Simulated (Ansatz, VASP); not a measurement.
## Zn5S3O2: VASP beside Ansatz

```xyz
10
Lattice="-0.0061 -3.6606 0.0007 3.6613 0.0061 0.0011 -1.8232 1.8236 12.4137" Properties=species:S:1:pos:R:3 pbc="T T T"
Zn    1.8290   -1.8283    4.7932
Zn    0.0010   -0.0005    2.8482
Zn    1.8274   -1.8264    0.0006
Zn    1.8293   -1.8318    9.5669
Zn    0.0030   -0.0036    7.6228
S     1.8315    0.0040    1.4268
S     1.8348   -0.0006   10.9886
S     1.8335    0.0019    6.2081
O    -0.0001   -1.8334    8.5990
O    -0.0013   -1.8307    3.8165
```

Change from the starting cell: cell x1, atoms moved at random (sigma 0.15 Å) and cell strained at random (1.5 %), then relaxed without symmetry.

Alike in both runs: functional PBE; k mesh 4 × 4 × 4; occupations gaussian, width 0.1 eV; no spin polarisation.

Ansatz relaxed the structure, and its values are those at the end. VASP's run is a single point on that final structure, the one shown.

|  | VASP | Ansatz |
| --- | --- | --- |
| version | VASP 6.6.1 | Ansatz 0.2.0 |
| potentials or method | VASP PAW PBE potentials, release 64 (Zn, S, O), cutoff 520 eV | scalar-relativistic, plane waves, PAW |
| valence electrons in the cell | 90 | 90 |

|  | VASP | Ansatz | Ansatz less VASP |
| --- | --- | --- | --- |
| gap on the k mesh at the Fermi level (eV) | 0.85 | 0.86 | +0.004 |
| least direct gap on the mesh (eV) | 0.85 | 0.86 | +0.004 |
| pressure (GPa) | 0.4 | 0.1 | -0.30 |
| rms of the force components (eV/Å) | 0.013 | 0.007 | -0.0054 |

The k mesh is coarse, so the values compare programs but aren't converged.
